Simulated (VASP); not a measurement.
# BAs (o.bA) (F-43m) in VASP: single point with PBE

Aim: the single point of BAs (o.bA) with PBE.

Program: VASP 6.6.1. These are calculated values, not measurements. Logs are shortened: lines on timing, memory, paths and dates and some standing lists are left out, and cuts for length are marked.

## Step 1: The cell of the first run

The structure is cubic, space group F-43m (No. 216). Conventional cell: a = 4.809 Å, b = 4.809 Å, c = 4.809 Å, α = 90.00°, β = 90.00°, γ = 90.00°. Within 2.8 Å of B (site symmetry -43m) lie 4 As at 2.08 Å. As (site symmetry -43m) has 4 B at 2.08 Å within 2.8 Å.

## Step 2: Single point, PBE

INCAR reads:

```
  ALGO = Normal
  EDIFF = 1E-6
  ENCUT = 500
  GGA = PE
  GGA_COMPAT = F
  ISIF = 2
  ISMEAR = 0
  LASPH = T
  LCHARG = F
  LREAL = F
  LWAVE = F
  NBANDS = 11
  NELM = 120
  PREC = Accurate
  SIGMA = 0.02
```

KPOINTS reads:

```
k-points
0
Gamma
  10 10 10
```

POSCAR reads:

```
BAs
1.0
    0.0000000000      2.4045448376      2.4045448376
    2.4045448376      0.0000000000      2.4045448376
    2.4045448376      2.4045448376      0.0000000000
B As
1 1
Direct
    0.0000000000      0.0000000000      0.0000000000
    0.2500000000      0.2500000000      0.2500000000
```

Potentials or basis: VASP PAW PBE potentials, release 64 (B, As).

On the command line:

```bash
cat potpaw_PBE.64/B/POTCAR potpaw_PBE.64/As/POTCAR > POTCAR
mpirun -np 1 vasp_std > vasp.out
```

OUTCAR:

```text
EDIFF = 1E-6
   ENCUT = 500
   GGA = PE
   ISIF = 2
   ISMEAR = 0
   LASPH = T
   LREAL = F
   NELM = 120
   PREC = Accurate

 ion  position               nearest neighbor table
   1  0.000  0.000  0.000-   2 2.08   2 2.08   2 2.08   2 2.08
   2  0.250  0.250  0.250-   1 2.08   1 2.08   1 2.08   1 2.08

  LATTYP: Found a face centered cubic cell.
 ALAT       =     4.8090896752

  Lattice vectors:

 A1 = (   0.0000000000,   2.4045448376,   2.4045448376)
 A2 = (   2.4045448376,   0.0000000000,   2.4045448376)
 A3 = (   2.4045448376,   2.4045448376,   0.0000000000)

Analysis of symmetry for initial positions (statically):
=====================================================================
 Subroutine PRICEL returns:
 Original cell was already a primitive cell.

 Routine SETGRP: Setting up the symmetry group for a
 face centered cubic supercell.

 Subroutine GETGRP returns: Found 24 space group operations
 (whereof 24 operations were pure point group operations)
 out of a pool of 48 trial point group operations.

The static configuration has the point symmetry T_d .

Analysis of symmetry for dynamics (positions and initial velocities):
=====================================================================
 Subroutine PRICEL returns:
 Original cell was already a primitive cell.

 Routine SETGRP: Setting up the symmetry group for a
 face centered cubic supercell.

 Subroutine GETGRP returns: Found 24 space group operations
 (whereof 24 operations were pure point group operations)
 out of a pool of 48 trial point group operations.

The dynamic configuration has the point symmetry T_d .

 Subroutine INISYM returns: Found 24 space group operations
 (whereof 24 operations are pure point group operations),
 and found     1 'primitive' translations

----------------------------------------------------------------------------------------

                                     Primitive cell

  volume of cell :      27.8054

  direct lattice vectors                    reciprocal lattice vectors
     0.000000000  2.404544838  2.404544838    -0.207939562  0.207939562  0.207939562
     2.404544838  0.000000000  2.404544838     0.207939562 -0.207939562  0.207939562
     2.404544838  2.404544838  0.000000000     0.207939562  0.207939562 -0.207939562

  length of vectors
     3.400539921  3.400539921  3.400539921     0.360161886  0.360161886  0.360161886

  position of ions in fractional coordinates (direct lattice)
     0.000000000  0.000000000  0.000000000
     0.250000000  0.250000000  0.250000000

  ion indices of the primitive-cell ions
   primitive index   ion index
                 1           1
                 2           2

----------------------------------------------------------------------------------------

 KPOINTS: k-points

Automatic generation of k-mesh.
 Grid dimensions read from file:
 generate k-points for:   10   10   10

 Generating k-lattice:

  Cartesian coordinates                     Fractional coordinates (reciprocal lattice)
    -0.020793956  0.020793956  0.020793956     0.100000000  0.000000000  0.000000000
     0.020793956 -0.020793956  0.020793956     0.000000000  0.100000000  0.000000000
     0.020793956  0.020793956 -0.020793956     0.000000000  0.000000000  0.100000000

  Length of vectors
     0.036016189  0.036016189  0.036016189

  Shift w.r.t. Gamma in fractional coordinates (k-lattice)
     0.000000000  0.000000000  0.000000000

 Subroutine IBZKPT returns following result:
 ===========================================

 Found     47 irreducible k-points:

 Following reciprocal coordinates:
            Coordinates               Weight
  0.000000  0.000000  0.000000      1.000000
  0.100000  0.000000  0.000000      8.000000
  0.200000  0.000000  0.000000      8.000000
  0.300000  0.000000  0.000000      8.000000
  0.400000  0.000000  0.000000      8.000000
  0.500000  0.000000  0.000000      4.000000
[... 16 lines left out ...]
  0.300000  0.300000  0.000000      6.000000
  0.400000  0.300000  0.000000     24.000000
 [... further k-points ...]
   k-points           NKPTS =     47   k-points in BZ     NKDIM =     47   number of bands    NBANDS=     11
   number of dos      NEDOS =    301   number of ions     NIONS =      2
   total plane-waves  NPLWV =  21952
   dimension x,y,z NGX =    28 NGY =   28 NGZ =   28
   dimension x,y,z NGXF=    56 NGYF=   56 NGZF=   56
   ions per type =               1   1
   NGX,Y,Z   is equivalent  to a cutoff of  13.69, 13.69, 13.69 a.u.
   NGXF,Y,Z  is equivalent  to a cutoff of  27.38, 27.38, 27.38 a.u.
 SYSTEM =  unknown system
   PREC   = accura    normal or accurate (medium, high low for compatibility)
   ISTART =      0    job   : 0-new  1-cont  2-samecut
   ICHARG =      2    charge: 1-file 2-atom 10-const
   ISPIN  =      1    spin polarized calculation?
   LNONCOLLINEAR =      F non collinear calculations
   LSORBIT =      F    spin-orbit coupling
   LASPH  =      T    aspherical Exc in radial PAW
   ENCUT  =  500.0 eV  36.75 Ry    6.06 a.u.   6.20  6.20  6.20*2*pi/ulx,y,z
   NELM   =    120;   NELMIN=  2; NELMDL= -5     # of ELM steps
   EDIFF  = 0.1E-05   stopping-criterion for ELM
   LREAL  =      F    real-space projection
   EDIFFG = 0.1E-04   stopping-criterion for IOM
   NSW    =      0    number of steps for IOM
   IBRION =     -1    ionic relax: 0-MD 1-quasi-New 2-CG
   NFREE  =      0    steps in history (QN), initial steepest desc. (CG)
   ISIF   =      2    stress and relaxation
   ISYM   =      2    0-nonsym 1-usesym 2-fastsym
   POTIM  = 0.5000    time-step for ionic-motion
   TEBEG  =    0.0;   TEEND  =   0.0 temperature during run
   PSTRESS=    0.0 pullay stress
   NELECT =       8.0000    total number of electrons
   NUPDOWN=      -1.0000    fix difference up-down
   EMIN   =  10.00;   EMAX   =-10.00  energy-range for DOS
   EFERMI =   0.00;   METHOD = LEGACY
   ISMEAR =     0;   SIGMA  =   0.02  broadening in eV -4-tet -1-fermi 0-gaus
   EFERMI_NEDOS =   21; number of points for ismear=-14 and -15
   IALGO  =     38    algorithm
   IMIX   =      4    mixing-type and parameters
     AMIX     =   0.40;   BMIX     =  1.00
     AMIX_MAG =   1.60;   BMIX_MAG =  1.00
  volume/ion in A,a.u.               =      13.90        93.82
  Fermi-wavevector in a.u.,A,eV,Ry     =   1.080758  2.042337 15.892131  1.168039
  Thomas-Fermi vector in A             =   2.216758
   LORBIT       =      0    0 simple, 1 ext, 2 COOP (PROOUT), +10 PAW based schemes
   GGA     = PE    functional components
   LHFCALC =     F    Hartree Fock is set to
   AEXX    =    0.0000 exact exchange contribution
   IVDW    =     0    specifies the selected vdW correction
   LEPSILON=     F    determine dielectric tensor
   LRPA    =     F    only Hartree local field effects (RPA)
 non-spin polarized calculation
 Gauss-broadening in eV      SIGMA  =   0.02
  energy-cutoff  :      500.00
  volume of cell :       27.81
 maximum number of plane-waves:       725
 NGX is ok and might be reduce to    28
   NGX = 13   NGY = 13   NGZ = 13

 number of electron       8.0000000 magnetization

 Free energy of the ion-electron system (eV)
  ---------------------------------------------------
  ext. energy  EPLUGINS =         0.00000000
  ---------------------------------------------------
  free energy    TOTEN  =       -11.41314885 eV

  energy without entropy =      -11.41314885  energy(sigma->0) =      -11.41314885

 E-fermi :   6.0352     XC(G=0): -10.4974

 val. band max:        5.9065133375   @ k =   0.0000   0.0000   0.0000
 cond. band min:       7.1025557120   @ k =   0.4000   0.4000   0.0000
 fundamental gap:      1.1960423745
 Fermi energy:         6.0351553557

 k-point     1 :       0.0000    0.0000    0.0000
  band No.  band energies     occupation
      1      -9.3130      2.00000
      2       5.9065      2.00000
      3       5.9065      2.00000
      4       5.9065      2.00000
      5       9.1581      0.00000
      6       9.1581      0.00000
      7       9.1581      0.00000
      8      10.3393      0.00000
      9      15.3928      0.00000
     10      18.7763      0.00000
     11      18.7763      0.00000

 k-point     2 :       0.1000    0.0000    0.0000
  band No.  band energies     occupation
      1      -9.1518      2.00000
      2       4.5227      2.00000
      3       5.6119      2.00000
      4       5.6119      2.00000
      5       9.2612      0.00000
      6       9.5468      0.00000
      7       9.5468      0.00000
      8      11.2587      0.00000
      9      16.0237      0.00000
     10      17.7336      0.00000
     11      17.7336      0.00000

 k-point     3 :       0.2000    0.0000    0.0000
  band No.  band energies     occupation
      1      -8.6768      2.00000
      2       2.1899      2.00000
      3       5.0486      2.00000
      4       5.0486      2.00000
      5       9.0158      0.00000
      6      10.2531      0.00000
      7      10.2531      0.00000
      8      12.9242      0.00000
      9      17.0191      0.00000
     10      17.0239      0.00000
     11      17.0239      0.00000

 k-point     4 :       0.3000    0.0000    0.0000
  band No.  band energies     occupation
      1      -7.9251      2.00000
      2      -0.0636      2.00000
      3       4.5493      2.00000
      4       4.5493      2.00000
      5       8.7335      0.00000
      6      10.6594      0.00000
      7      10.6594      0.00000
      8      14.2401      0.00000
      9      17.1384      0.00000
     10      17.4524      0.00000
     11      17.4524      0.00000
[... 239 lines left out ...]
 k-point    22 :      -0.2000    0.2000    0.0000
  band No.  band energies     occupation
      1      -7.6669      2.00000
      2       0.4883      2.00000
      3       1.9179      2.00000
      4       4.6378      2.00000
      5       9.7636      0.00000
      6      10.9714      0.00000
      7      11.8343      0.00000
      8      12.8130      0.00000
      9      15.7626      0.00000
     10      18.4026      0.00000
     11      19.8806      0.00000

 k-point    23 :       0.3000    0.3000    0.0000
  band No.  band energies     occupation
      1      -7.4346      2.00000
      2       0.7213      2.00000
      3       2.7844      2.00000
      4       2.7844      2.00000
      5       7.3160      0.00000
      6       9.5520      0.00000
      7      14.2333      0.00000
      8      14.2333      0.00000
      9      16.7262      0.00000
     10      20.7416      0.00000
     11      20.8974      0.00000

 k-point    24 :       0.4000    0.3000    0.0000
  band No.  band energies     occupation
      1      -6.7236      2.00000
      2      -0.4976      2.00000
      3       2.0131      2.00000
      4       2.4928      2.00000
      5       7.6131      0.00000
      6       9.2947      0.00000
      7      14.6002      0.00000
      8      14.8437      0.00000
      9      17.7856      0.00000
     10      21.4686      0.00000
     11      21.6479      0.00000

 [... further k-points ...]
[... 5 lines left out ...]
  --------------------------------------------------------------------------------------
  -------------------------------------------------------------------------------------
  Total        0.1064524      0.1064524      0.1064524      0.0000000      0.0000000     -0.0000000
  in kB        6.1339101      6.1339101      6.1339101      0.0000000      0.0000000     -0.0000000
  external PRESSURE =       6.1339101 kB  Pullay stress =       0.0000000 kB

 VOLUME and BASIS-vectors are now :
 -----------------------------------------------------------------------------
  energy-cutoff  :      500.00
  volume of cell :       27.81
      direct lattice vectors                 reciprocal lattice vectors
     0.000000000  2.404544838  2.404544838    -0.207939562  0.207939562  0.207939562
     2.404544838  0.000000000  2.404544838     0.207939562 -0.207939562  0.207939562
     2.404544838  2.404544838  0.000000000     0.207939562  0.207939562 -0.207939562

 POSITION                                       TOTAL-FORCE (eV/Angst)
 -----------------------------------------------------------------------------------
      0.00000      0.00000      0.00000         0.000000      0.000000      0.000000
      1.20227      1.20227      1.20227        -0.000000     -0.000000     -0.000000
 -----------------------------------------------------------------------------------
    total drift:                               -0.000000     -0.000000     -0.000000

  FREE ENERGIE OF THE ION-ELECTRON SYSTEM (eV)
  ---------------------------------------------------
  free  energy   TOTEN  =       -11.4131488474 eV

  energy  without entropy=      -11.4131488474  energy(sigma->0) =      -11.41314885
```

It took 13 s on 1 thread of Intel Xeon Platinum 8488C (Sapphire Rapids), shared host; peak memory 0.15 GiB.

What came out:

- Free energy: -11.4131 eV
- Pressure: 0.6 GPa
- Band gap on the k mesh: 1.20 eV, indirect (least direct gap 3.25 eV)

Levels at points of the mesh, in eV from the valence-band top:
```csv
k point,band 1,band 2,band 3,band 4,band 5,band 6,band 7,band 8,band 9
"(0.00, 0.00, 0.00)",-15.22,0.00,0.00,0.00,3.25,3.25,3.25,4.43,9.49
"(0.50, 0.00, 0.00)",-12.42,-8.64,-1.79,-1.79,2.58,4.76,4.76,8.82,12.57
"(0.50, 0.50, 0.00)",-11.13,-8.42,-4.00,-4.00,1.45,1.46,11.18,11.18,12.69
```

A k mesh can miss the band edges. PBE gaps usually lie below the measured ones, often by a third to a half.
